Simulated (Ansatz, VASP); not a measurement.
**Sc3TiSe in VASP and in Ansatz**

```
CELL_PARAMETERS angstrom
4.98041 0.00000 0.00000
0.00000 4.98041 0.00000
0.00000 0.00000 4.98041
ATOMIC_POSITIONS crystal
Sc 0.00000 0.50000 0.50000
Sc 0.50000 0.00000 0.50000
Sc 0.50000 0.50000 0.00000
Ti 0.00000 0.00000 0.00000
Se 0.50000 0.50000 0.50000
```

Change from the starting cell: species swapped into the Mn3GaC type (Pm-3m, No. 221).

Alike in both runs: task relaxation of cell and atoms; functional PBE; k mesh 8 × 8 × 8; occupations gaussian, width 0.1 eV; no spin polarisation.

```csv
,VASP,Ansatz
version,VASP 6.6.1,Ansatz 0.2.0
potentials or method,"VASP PAW PBE potentials, release 64 (Sc_sv, Ti_sv, Se), cutoff 600 eV","scalar-relativistic, plane waves, PAW"
valence electrons in the cell,51,61
```

|  | VASP | Ansatz | Ansatz less VASP |
| --- | --- | --- | --- |
| gap on the k mesh at the Fermi level, each at its own relaxed structure (eV) | none | none | - |
| relaxed volume (Å³/atom) | 24.87 | 24.80 | -0.070 |
| relaxed length of the cell vector where the two differ most in proportion (Å) | 4.991 | 4.987 | -0.0047 |

A gap of «none» marks a metal or a gap that the smearing closes. VASP's potentials hold 51 valence electrons a cell and Ansatz's 61, so a difference there can come from the potentials and not from the codes.
